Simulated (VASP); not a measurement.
In3SbAs2: single point with PBE

The system is In3SbAs2.

```
CELL_PARAMETERS angstrom
4.47208 0.00000 0.00000
-2.23604 3.87293 0.00000
0.00000 0.00000 22.06211
ATOMIC_POSITIONS crystal
In 0.66667 0.33333 0.16056
In 0.66667 0.33333 0.50005
In 0.66667 0.33333 0.84017
In 0.33333 0.66667 0.00005
In 0.33333 0.66667 0.34017
In 0.33333 0.66667 0.66056
Sb 0.66667 0.33333 0.29079
Sb 0.33333 0.66667 0.79079
As 0.66667 0.33333 0.62221
As 0.66667 0.33333 0.96172
As 0.33333 0.66667 0.12220
As 0.33333 0.66667 0.46172
```

| Quantity | Value |
| --- | --- |
| Program | VASP 6.6.1 |
| Task | single point |
| Functional | PBE |
| Potentials or basis | VASP PAW PBE potentials, release 64 (In_d, Sb, As) |
| Cutoff | 520 eV |
| k mesh | 6 × 6 × 1 |
| Occupations | gaussian, width 0.1 eV |
| Spin | no spin polarisation |
| Dipole correction | no |
| Further INCAR settings | ALGO = Normal; EDIFF = 1e-07; NBANDS = 66 |

```yaml
Pressure: 0.1 GPa
Largest_force: 0.043 eV/Å
Band_gap_on_the_k_mesh: zero (filled and empty bands touch)
```

Forces on the atoms (eV/Å):
```
In   0.000  0.000 -0.015
In   0.000  0.000  0.000
In   0.000  0.000  0.043
In   0.000  0.000  0.000
In   0.000  0.000  0.043
In   0.000  0.000 -0.015
Sb   0.000  0.000 -0.022
Sb   0.000  0.000 -0.022
As   0.000  0.000  0.003
As   0.000  0.000 -0.010
As   0.000  0.000  0.003
As   0.000  0.000 -0.010
```

Levels at points of the mesh, in eV from the Fermi level:
```tsv
k point	band 51	band 52	band 53	band 54	band 55	band 56	band 57	band 58
(0.00, 0.00, 0.00)	-0.38	-0.08	-0.08	0.01	0.01	0.04	0.11	0.52
(0.50, 0.00, 0.00)	-1.70	-1.52	-1.25	-1.06	0.67	0.79	1.14	1.27
```

It used 290 s of CPU time on 1 thread of Intel(R) Xeon(R) Platinum 8488C (Sapphire Rapids) (shared host).

Caveat: semilocal functionals underestimate gaps, so a narrow gap can read as zero; spin-orbit coupling is left out, which moves the levels of the heavy elements.
